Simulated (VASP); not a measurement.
Input of a VASP 6.6.1 run:

File INCAR:

```
PREC = Accurate
ENCUT = 520
EDIFF = 1E-6
ISMEAR = -1
SIGMA = 0.02
LREAL = F
LASPH = T
NELM = 80
ALGO = Normal
ISIF = 2
LWAVE = F
LCHARG = T
GGA = PE
LELF = T
LVHAR = T
NBANDS = 35
```

KPOINTS

```
Automatic mesh
0
Gamma
  12 12 2
```

The input POSCAR:

```
Te2Mo
1.0
    3.5421311455      0.0000000000      0.0000000000
   -1.7710655727      3.0675755555      0.0000000000
    0.0000000000      0.0000000000     13.7513718072
Mo Te
2 4
Direct
    0.3333333333      0.6666666667      0.2500000000
    0.6666666667      0.3333333333      0.7500000000
    0.6666666667      0.3333333333      0.3799782795
    0.6666666667      0.3333333333      0.1200217205
    0.3333333333      0.6666666667      0.8799782795
    0.3333333333      0.6666666667      0.6200217205
```

Potentials or basis: VASP PAW PBE potentials, release 64 (Mo_sv, Te).

Run with:

```sh
$ cat potpaw_PBE.64/Mo_sv/POTCAR potpaw_PBE.64/Te/POTCAR > POTCAR
$ mpirun -np 1 vasp_std > vasp.out
```

**Question.** Estimate the pressure.

**Answer.** 2.8 GPa.

**Question.** Predict the largest force.

**Answer.** 0.242 eV/Å.

**Question.** Predict the band gap on the k mesh.

**Answer.** 0.65 eV, indirect (least direct gap 0.97 eV).

Stress tensor (GPa, compression positive):
```
1.97 0.00 0.00
0.00 1.97 0.00
0.00 0.00 4.45
```

Caveat: the cell differs from its parent crystal (uniaxial z strain -3.0%); spin-orbit coupling is left out, which moves the levels of the heavy elements; this functional lacks dispersion, which binds the layers, so the pressure and a relaxed spacing across them are unreliable. A k mesh can miss the band edges.
